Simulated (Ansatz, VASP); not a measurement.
# Ag2Au in VASP and in Ansatz

```xyz
6
Lattice="6.0045 0.0000 0.0000 0.0000 6.0045 0.0000 0.0000 0.0000 6.0045" Properties=species:S:1:pos:R:3 pbc="T T T"
Ag    1.5011    1.5011    1.5011
Ag    1.5011    4.5033    4.5033
Ag    4.5033    4.5033    1.5011
Ag    4.5033    1.5011    4.5033
Au    0.0000    0.0000    0.0000
Au    3.0022    3.0022    3.0022
```

Alike in both runs: functional PBE; k mesh 4 × 4 × 4; occupations gaussian, width 0.1 eV; no spin polarisation.

Ansatz relaxed the structure, and its values are those at the end. VASP's run is a single point on that final structure, the one shown.

```csv
,VASP,Ansatz
version,VASP 6.6.1,Ansatz 0.2.0
potentials or method,"VASP PAW PBE potentials, release 64 (Ag, Au), cutoff 520 eV","scalar-relativistic, plane waves, PAW"
valence electrons in the cell,66,114
```

```csv
,VASP,Ansatz,Ansatz less VASP
gap on the k mesh at the Fermi level (eV),none,none,-
pressure (GPa),0.1,0.2,+0.06
```

A gap of «none» marks a metal or a gap that the smearing closes. VASP's potentials hold 66 valence electrons a cell and Ansatz's 114, so a difference there can come from the potentials and not from the codes.

Neither program's run includes spin-orbit coupling.
